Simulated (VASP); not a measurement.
Wanted: the native input for a VASP 6.6.1 run.

```yaml
Task: single point
Functional: r2SCAN
Potentials_or_basis: VASP PAW PBE potentials, release 64 (O, Mn_pv, Sb)
Cutoff: 520 eV
k_mesh: 5 × 5 × 5
Occupations: fermi-dirac, width 0.1 eV
Spin: collinear spin
Starting_moments: "[0.12, 0.12, 0.12, 3.66, 3.66, -0.08, -0.1] μB"
Dipole_correction: no
Further_INCAR_settings: ALGO = Normal; EDIFF = 1e-07; NBANDS = 40
```

Mn2Sb2O3:

```xyz
7
Lattice="2.6921 1.5543 4.2849 -2.6921 1.5543 4.2849 0.0000 -3.1086 4.2849" Properties=species:S:1:pos:R:3 pbc="T T T"
O     0.0000   -1.5543    2.1424
O     1.3461    0.7772    2.1424
O    -1.3461    0.7772    2.1424
Mn    0.0000    0.0000    3.0868
Mn    0.0000    0.0000    9.7679
Sb    0.0000    0.0000    0.0000
Sb    0.0000    0.0000    6.4273
```

One way to write it, as run:

POSCAR

```
Mn2Sb2O3
1.0
    2.6921475000      1.5543127300      4.2848880900
   -2.6921475000      1.5543127300      4.2848880900
    0.0000000000     -3.1086244500      4.2848880900
O Mn Sb
3 2 2
Direct
    0.0000000000      0.0000000000      0.5000000000
    0.5000000000      0.0000000000      0.0000000000
    0.0000000000      0.5000000000      0.0000000000
    0.2401300000      0.2401300000      0.2401300000
    0.7598700000      0.7598700000      0.7598700000
    0.0000000000      0.0000000000      0.0000000000
    0.5000000000      0.5000000000      0.5000000000
```

INCAR.step1

```
  ALGO = Normal
  EDIFF = 1E-4
  ENCUT = 520
  GGA = PE
  ISMEAR = -1
  ISPIN = 2
  LASPH = T
  LCHARG = F
  LMAXMIX = 4
  LREAL = F
  LWAVE = T
  MAGMOM = 0.12 0.12 0.12 3.66 3.66 -0.08 -0.1
  NBANDS = 40
  NELM = 150
  PREC = Accurate
  SIGMA = 0.1
```

INCAR.step2

```
  ALGO = Normal
  EDIFF = 1E-7
  ENCUT = 520
  ISIF = 2
  ISMEAR = -1
  ISPIN = 2
  ISTART = 1
  LASPH = T
  LCHARG = T
  LELF = T
  LMAXMIX = 4
  LMIXTAU = T
  LORBIT = 11
  LREAL = F
  LVHAR = T
  LWAVE = F
  MAGMOM = 0.12 0.12 0.12 3.66 3.66 -0.08 -0.1
  METAGGA = R2SCAN
  NBANDS = 40
  NELM = 150
  PREC = Accurate
  SIGMA = 0.1
```

KPOINTS

```
k-points
0
Gamma
  5 5 5
```

Potentials or basis: VASP PAW PBE potentials, release 64 (O, Mn_pv, Sb).

Launch:

```console
$ cat potpaw_PBE.64/O/POTCAR potpaw_PBE.64/Mn_pv/POTCAR potpaw_PBE.64/Sb/POTCAR > POTCAR
$ cp INCAR.step1 INCAR
$ mpirun -np 1 vasp_std > vasp.out
$ cp INCAR.step2 INCAR
$ mpirun -np 1 vasp_std > vasp.out
```

It gave:

| Property | Result |
| --- | --- |
| Pressure | 12.7 GPa |
| Largest force | 4.572 eV/Å |
| Net moment | 8.36 μB per cell |
| Site moments | O +0.10; Mn +3.94; Sb -0.09, -0.10 μB |
| Valence electrons inside the program's atomic spheres | O 5.08; Mn 11.70; Sb 2.23, 2.22 |

Caveat: the cell stands under pressure; the PAW data sets were made with another functional, which shifts forces and pressure a little.

It took 8.7 min on 1 thread of Intel(R) Xeon(R) Platinum 8124M CPU @ 3.00GHz (Skylake/Cascade Lake), with other jobs on the host, peak memory 0.39 GiB.
